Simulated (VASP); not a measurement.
# Ag (P6_3/mmc) in VASP: a series of runs

Ag is run at these levels: LDA; tasks: single point, relaxation of volume and atoms at fixed shape.

All numbers are computed with VASP 6.6.1; they aren't measurements. Logs are shortened: lines on timing, memory, paths and dates and some standing lists are left out, and cuts for length are marked.

**1. The cell of the first run**

It takes space group P6_3/mmc (No. 194, hexagonal). The conventional cell has a = 2.827 Å, b = 2.827 Å, c = 4.622 Å, α = 90.00°, β = 90.00°, γ = 120.00°. Ag (site symmetry -6m2) has 12 Ag at 2.83 Å within 3.7 Å.

**2. Single point, LDA**

The input, INCAR:

```
SYSTEM = Ag
  PREC = Accurate
  ENCUT = 520
  EDIFF = 1E-7
  ISMEAR = -1
  SIGMA = 0.05
  LREAL = .FALSE.
  LASPH = .TRUE.
  NELM = 60
  ALGO = Normal
  ISIF = 2
  LWAVE = .FALSE.
  LCHARG = .TRUE.
  GGA = CA
  LELF = .TRUE.
  LVHAR = .TRUE.
  NBANDS = 18
```

The input, KPOINTS:

```
Automatic mesh
0
G
  9 9 5
  0 0 0
```

The input, POSCAR:

```
Ag
1.0
    2.8274931738      0.0000000000      0.0000000000
   -1.4137465869      2.4486809176      0.0000000000
    0.0000000000      0.0000000000      4.6224205839
Ag
2
Direct
    0.3333333333      0.6666666667      0.2500000000
    0.6666666667      0.3333333333      0.7500000000
```

Potentials or basis: VASP PAW LDA potentials, release 64 (Ag).

Launch:

```sh
$ cat potpaw_LDA.64/Ag/POTCAR > POTCAR
$ mpirun -np 1 vasp_std > vasp.out
```

OUTCAR:

```text
SYSTEM = Ag
   PREC = Accurate
   ENCUT = 520
   EDIFF = 1E-7
   ISMEAR = -1
   LREAL = .FALSE.
   LASPH = .TRUE.
   NELM = 60
   ISIF = 2
   GGA = CA

 ion  position               nearest neighbor table
   1  0.333  0.667  0.250-   2 2.83   2 2.83   2 2.83   2 2.83   2 2.83   2 2.83
   2  0.667  0.333  0.750-   1 2.83   1 2.83   1 2.83   1 2.83   1 2.83   1 2.83

  LATTYP: Found a hexagonal cell.
 ALAT       =     2.8274931738
 C/A-ratio  =     1.6348122877

  Lattice vectors:

 A1 = (   2.8274931738,   0.0000000000,   0.0000000000)
 A2 = (  -1.4137465869,   2.4486809176,   0.0000000000)
 A3 = (   0.0000000000,   0.0000000000,   4.6224205839)

Analysis of symmetry for initial positions (statically):
=====================================================================
 Subroutine PRICEL returns:
 Original cell was already a primitive cell.

 Routine SETGRP: Setting up the symmetry group for a
 hexagonal supercell.

 Subroutine GETGRP returns: Found 24 space group operations
 (whereof 12 operations were pure point group operations)
 out of a pool of 24 trial point group operations.

The static configuration has the point symmetry D_3d.
 The point group associated with its full space group is D_6h.

Analysis of symmetry for dynamics (positions and initial velocities):
=====================================================================
 Subroutine PRICEL returns:
 Original cell was already a primitive cell.

 Routine SETGRP: Setting up the symmetry group for a
 hexagonal supercell.

 Subroutine GETGRP returns: Found 24 space group operations
 (whereof 12 operations were pure point group operations)
 out of a pool of 24 trial point group operations.

The dynamic configuration has the point symmetry D_3d.
 The point group associated with its full space group is D_6h.

 Subroutine INISYM returns: Found 24 space group operations
 (whereof 12 operations are pure point group operations),
 and found     1 'primitive' translations

----------------------------------------------------------------------------------------

                                     Primitive cell

  volume of cell :      32.0039

  direct lattice vectors                    reciprocal lattice vectors
     2.827493174  0.000000000  0.000000000     0.353670173  0.204191570  0.000000000
    -1.413746587  2.448680918  0.000000000     0.000000000  0.408383139  0.000000000
     0.000000000  0.000000000  4.622420584     0.000000000  0.000000000  0.216336870

  length of vectors
     2.827493174  2.827493174  4.622420584     0.408383139  0.408383139  0.216336870

  position of ions in fractional coordinates (direct lattice)
     0.333333333  0.666666667  0.250000000
     0.666666667  0.333333333  0.750000000

  ion indices of the primitive-cell ions
   primitive index   ion index
                 1           1
                 2           2

----------------------------------------------------------------------------------------

 KPOINTS: Automatic mesh

Automatic generation of k-mesh.
 Grid dimensions read from file:
 generate k-points for:    9    9    5

 Generating k-lattice:

  Cartesian coordinates                     Fractional coordinates (reciprocal lattice)
     0.039296686  0.022687952  0.000000000     0.111111111 -0.000000000  0.000000000
     0.000000000  0.045375904  0.000000000     0.000000000  0.111111111  0.000000000
     0.000000000  0.000000000  0.043267374     0.000000000  0.000000000  0.200000000

  Length of vectors
     0.045375904  0.045375904  0.043267374

  Shift w.r.t. Gamma in fractional coordinates (k-lattice)
     0.000000000  0.000000000  0.000000000

 Subroutine IBZKPT returns following result:
 ===========================================

 Found     36 irreducible k-points:

 Following reciprocal coordinates:
            Coordinates               Weight
  0.000000  0.000000  0.000000      1.000000
  0.111111  0.000000  0.000000      6.000000
  0.222222  0.000000  0.000000      6.000000
  0.333333  0.000000  0.000000      6.000000
  0.444444  0.000000  0.000000      6.000000
  0.111111  0.111111  0.000000      6.000000
[... 16 lines left out ...]
  0.333333  0.222222  0.200000     24.000000
  0.333333  0.333333  0.200000      4.000000
 [... further k-points ...]
   k-points           NKPTS =     36   k-points in BZ     NKDIM =     36   number of bands    NBANDS=     18
   number of dos      NEDOS =    301   number of ions     NIONS =      2
   total plane-waves  NPLWV =  20736
   dimension x,y,z NGX =    24 NGY =   24 NGZ =   36
   dimension x,y,z NGXF=    48 NGYF=   48 NGZF=   72
   ions per type =               2
   NGX,Y,Z   is equivalent  to a cutoff of  14.11, 14.11, 12.95 a.u.
   NGXF,Y,Z  is equivalent  to a cutoff of  28.22, 28.22, 25.89 a.u.
 SYSTEM =  Ag
   PREC   = accura    normal or accurate (medium, high low for compatibility)
   ISTART =      0    job   : 0-new  1-cont  2-samecut
   ICHARG =      2    charge: 1-file 2-atom 10-const
   ISPIN  =      1    spin polarized calculation?
   LNONCOLLINEAR =      F non collinear calculations
   LSORBIT =      F    spin-orbit coupling
   LASPH  =      T    aspherical Exc in radial PAW
   ENCUT  =  520.0 eV  38.22 Ry    6.18 a.u.   5.26  5.26  8.59*2*pi/ulx,y,z
   NELM   =     60;   NELMIN=  2; NELMDL= -5     # of ELM steps
   EDIFF  = 0.1E-06   stopping-criterion for ELM
   LREAL  =      F    real-space projection
   EDIFFG = 0.1E-05   stopping-criterion for IOM
   NSW    =      0    number of steps for IOM
   IBRION =     -1    ionic relax: 0-MD 1-quasi-New 2-CG
   NFREE  =      0    steps in history (QN), initial steepest desc. (CG)
   ISIF   =      2    stress and relaxation
   ISYM   =      2    0-nonsym 1-usesym 2-fastsym
   POTIM  = 0.5000    time-step for ionic-motion
   TEBEG  =    0.0;   TEEND  =   0.0 temperature during run
   PSTRESS=    0.0 pullay stress
   NELECT =      22.0000    total number of electrons
   NUPDOWN=      -1.0000    fix difference up-down
   EMIN   =  10.00;   EMAX   =-10.00  energy-range for DOS
[... 5 lines left out ...]
     AMIX     =   0.40;   BMIX     =  1.00
     AMIX_MAG =   1.60;   BMIX_MAG =  1.00
  volume/ion in A,a.u.               =      16.00       107.99
  Fermi-wavevector in a.u.,A,eV,Ry     =   1.444823  2.730320 28.402346  2.087514
  Thomas-Fermi vector in A             =   2.563074
   LORBIT       =      0    0 simple, 1 ext, 2 COOP (PROOUT), +10 PAW based schemes
   GGA     = CA    functional components
   LHFCALC =     F    Hartree Fock is set to
   AEXX    =    0.0000 exact exchange contribution
   IVDW    =     0    specifies the selected vdW correction
   LEPSILON=     F    determine dielectric tensor
   LRPA    =     F    only Hartree local field effects (RPA)
 non-spin polarized calculation
  energy-cutoff  :      520.00
  volume of cell :       32.00
 maximum number of plane-waves:       870
 NGX is ok and might be reduce to    24
   NGX = 11   NGY = 11   NGZ = 17

 number of electron      22.0000005 magnetization

 Free energy of the ion-electron system (eV)
  ---------------------------------------------------
  ext. energy  EPLUGINS =         0.00000000
  ---------------------------------------------------
  free energy    TOTEN  =        -7.60010215 eV

  energy without entropy =       -7.59913076  energy(sigma->0) =       -7.59961646

 E-fermi :   9.1733     XC(G=0): -12.9601

 val. band max:        9.0562150276   @ k =   0.1111   0.1111   0.2000
 cond. band min:       9.4512348467   @ k =   0.2222   0.0000   0.2000
 fundamental gap:      0.3950198191
 Fermi energy:         9.1733258174

 k-point     1 :       0.0000    0.0000    0.0000
  band No.  band energies     occupation
      1       0.7644      2.00000
      2       2.2504      2.00000
      3       4.0442      2.00000
      4       4.1490      2.00000
      5       4.1490      2.00000
      6       4.4201      2.00000
[... 10 lines left out ...]
     17      28.0054      0.00000
     18      28.0054      0.00000

 k-point     2 :       0.1111    0.0000    0.0000
  band No.  band energies     occupation
      1       1.1196      2.00000
      2       2.4598      2.00000
      3       3.8483      2.00000
      4       4.2921      2.00000
      5       4.3508      2.00000
      6       4.3953      2.00000
[... 10 lines left out ...]
     17      27.1807      0.00000
     18      28.3715      0.00000

 k-point     3 :       0.2222    0.0000    0.0000
  band No.  band energies     occupation
      1       2.0117      2.00000
      2       2.7768      2.00000
      3       3.7372      2.00000
      4       3.8767      2.00000
      5       4.1910      2.00000
      6       4.4616      2.00000
[... 10 lines left out ...]
     17      25.8698      0.00000
     18      27.2792      0.00000

 k-point     4 :       0.3333    0.0000    0.0000
  band No.  band energies     occupation
      1       2.5354      2.00000
      2       2.7125      2.00000
      3       3.1576      2.00000
      4       4.2165      2.00000
      5       4.3396      2.00000
      6       4.3683      2.00000
[... 10 lines left out ...]
     17      23.1468      0.00000
     18      26.1086      0.00000

 k-point     5 :       0.4444    0.0000    0.0000
  band No.  band energies     occupation
      1       2.3575      2.00000
      2       2.7099      2.00000
      3       2.7702      2.00000
      4       4.0716      2.00000
      5       4.4248      2.00000
      6       4.5996      2.00000
[... 10 lines left out ...]
     17      20.4889      0.00000
     18      25.2659      0.00000

 k-point     6 :       0.1111    0.1111    0.0000
  band No.  band energies     occupation
      1       1.7665      2.00000
      2       2.7804      2.00000
      3       3.6142      2.00000
      4       4.1646      2.00000
      5       4.2432      2.00000
      6       4.4145      2.00000
[... 307 lines left out ...]
 k-point    21 :       0.4444    0.1111    0.2000
  band No.  band energies     occupation
      1       2.4405      2.00000
      2       2.6209      2.00000
      3       3.3384      2.00000
      4       3.6273      2.00000
      5       4.0230      2.00000
      6       4.8618      2.00000
[... 10 lines left out ...]
     17      21.4172      0.00000
     18      23.3537      0.00000

 k-point    22 :       0.2222    0.2222    0.2000
  band No.  band energies     occupation
      1       2.9322      2.00000
      2       3.0859      2.00000
      3       3.3491      2.00000
      4       3.5000      2.00000
      5       4.3146      2.00000
      6       4.3970      2.00000
[... 10 lines left out ...]
     17      21.6124      0.00000
     18      25.8518      0.00000

 k-point    23 :       0.3333    0.2222    0.2000
  band No.  band energies     occupation
      1       2.7605      2.00000
      2       3.1121      2.00000
      3       3.3927      2.00000
      4       3.5957      2.00000
      5       4.0154      2.00000
      6       4.5909      2.00000
[... 10 lines left out ...]
     17      21.1792      0.00000
     18      23.1813      0.00000

 k-point    24 :       0.3333    0.3333    0.2000
  band No.  band energies     occupation
      1       2.9418      2.00000
      2       3.2835      2.00000
      3       3.2835      2.00000
      4       3.7946      2.00000
      5       4.1252      2.00000
      6       4.1252      2.00000
[... 10 lines left out ...]
     17      22.8407      0.00000
     18      22.8407      0.00000

 [... further k-points ...]
[... 5 lines left out ...]
  --------------------------------------------------------------------------------------
  -------------------------------------------------------------------------------------
  Total       -0.1104114     -0.1104114      0.3066925      0.0000000      0.0000000      0.0000000
  in kB       -5.5274066     -5.5274066     15.3536080      0.0000000      0.0000000      0.0000000
  external PRESSURE =       1.4329316 kB  Pullay stress =       0.0000000 kB

 VOLUME and BASIS-vectors are now :
 -----------------------------------------------------------------------------
  energy-cutoff  :      520.00
  volume of cell :       32.00
      direct lattice vectors                 reciprocal lattice vectors
     2.827493174  0.000000000  0.000000000     0.353670173  0.204191570  0.000000000
    -1.413746587  2.448680918  0.000000000     0.000000000  0.408383139  0.000000000
     0.000000000  0.000000000  4.622420584     0.000000000  0.000000000  0.216336870

 POSITION                                       TOTAL-FORCE (eV/Angst)
 -----------------------------------------------------------------------------------
     -0.00000      1.63245      1.15561         0.000000      0.000000      0.000000
      1.41375      0.81623      3.46682        -0.000000     -0.000000     -0.000000
 -----------------------------------------------------------------------------------
    total drift:                               -0.000000      0.000000     -0.000000

  FREE ENERGIE OF THE ION-ELECTRON SYSTEM (eV)
  ---------------------------------------------------
  free  energy   TOTEN  =        -7.6001021464 eV

  energy  without entropy=       -7.5991307650  energy(sigma->0) =       -7.59961646
```

It took 6.8 s on 1 thread of Intel Xeon 6975P-C (Granite Rapids), shared host; peak memory 0.14 GiB.

What came out:

| Property | Result |
| --- | --- |
| Free energy | -7.6001 eV |
| Pressure | 0.1 GPa |
| Band gap on the k mesh | zero (band 11 reaches 13.16 eV, above the bottom of band 12 at 5.77 eV) |

[end of part 1 of 2]
